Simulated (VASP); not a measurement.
A run of VASP 6.6.1:

The input INCAR:

```
SYSTEM = Be
PREC = Accurate
ENCUT = 600
EDIFF = 1E-6
ISMEAR = -1
SIGMA = 0.05
LREAL = .FALSE.
LASPH = .TRUE.
NELM = 100
ALGO = Normal
ISIF = 3
LWAVE = .FALSE.
LCHARG = .FALSE.
GGA = PS
IBRION = 2
NSW = 32
EDIFFG = -0.005
PSTRESS = 4700.0
```

Contents of KPOINTS:

```
regular mesh
0
G
  29 29 29
  0 0 0
```

The input POSCAR:

```
Be
1.0
   -0.9294872570      0.9294872570      0.9294872570
    0.9294872570     -0.9294872570      0.9294872570
    0.9294872570      0.9294872570     -0.9294872570
Be
1
Direct
    0.0000000000      0.0000000000      0.0000000000
```

Potentials or basis: VASP PAW PBE potentials, release 64 (Be).

Command:

```console
$ cat potpaw_PBE.64/Be/POTCAR > POTCAR
$ mpirun -np 1 vasp_std > vasp.out
```

Hardware: 1 thread of Intel Xeon 8259CL, on a shared host.

Q: Estimate the wall time of this run.

A: Wall time 19 s on 1 thread of Intel Xeon 8259CL, on a shared host, peak memory 0.12 GiB. Counts: scf iterations 18, k points 680, ion steps 3.
